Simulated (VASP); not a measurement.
Here is a VASP 6.6.1 calculation.

File INCAR:

```
PREC = Accurate ; ENCUT = 520
EDIFF = 1E-6 ; ISMEAR = 0
SIGMA = 0.01 ; LREAL = F
LASPH = T ; NELM = 150
ALGO = Normal ; ISIF = 2
LWAVE = F ; LCHARG = T
MAGMOM = 0 0 0 0 0 0 ; LORBIT = 11
LSORBIT = T ; GGA_COMPAT = F
LORBMOM = T ; GGA = PS
LVHAR = T ; NBANDS = 30
```

File KPOINTS:

```
regular mesh
0
Gamma
  8 8 8
```

Contents of POSCAR:

```
CdS
1.0
    2.7956333532      2.7956333532      0.0000000000
   -2.7956333532      2.7956333532      0.0000000000
    0.0000000000      2.7956333532      2.7956333532
Cd S
1 1
Direct
    0.0000000000      0.0000000000      0.0000000000
    0.7500000000      0.2500000000      0.5000000000
```

Potentials or basis: VASP PAW PBE potentials, release 64 (Cd, S).

The run is started by

```bash
$ cat potpaw_PBE.64/Cd/POTCAR potpaw_PBE.64/S/POTCAR > POTCAR
$ mpirun -np 1 vasp_ncl > vasp.out
```

Problem. Predict the pressure.

Solution. 10.6 GPa.

Problem. What does it give for the net moment?

Solution. 0.00 μB per cell.

Moments on the atoms (μB; x, y, z):
```
Cd  0.00 0.00 0.00
S   0.00 0.00 0.00
```

Caveat: the cell stands under pressure; the PAW data sets were made with another functional, which shifts forces and pressure a little.
